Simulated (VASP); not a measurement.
A run of VASP 6.6.1 is set up as follows.

INCAR

```
ALGO = Normal
EDIFF = 1E-6
ENCUT = 500
GGA = PE
GGA_COMPAT = F
ISIF = 2
ISMEAR = 0
LASPH = T
LCHARG = F
LREAL = F
LWAVE = F
NBANDS = 11
NELM = 120
PREC = Accurate
SIGMA = 0.02
```

File KPOINTS:

```
k-points
0
Gamma
  8 8 8
```

The input POSCAR:

```
AlP
1.0
    0.0000000000      2.6934481200      2.6934481200
    2.6934481200      0.0000000000      2.6934481200
    2.6934481200      2.6934481200      0.0000000000
Al P
1 1
Direct
    0.0000000000      0.0000000000      0.0000000000
    0.7500000000      0.7500000000      0.7500000000
```

Potentials or basis: VASP PAW PBE potentials, release 64 (Al, P).

The run is started by

```bash
$ cat potpaw_PBE.64/Al/POTCAR potpaw_PBE.64/P/POTCAR > POTCAR
$ mpirun -np 1 vasp_std > vasp.out
```

Question: Estimate the band gap on the k mesh.

Answer: 1.50 eV, indirect (least direct gap 3.66 eV).

Question: Predict the pressure.

Answer: 6.2 GPa.

Caveat: the cell differs from its parent crystal (functional PBE, strained). A k mesh can miss the band edges.
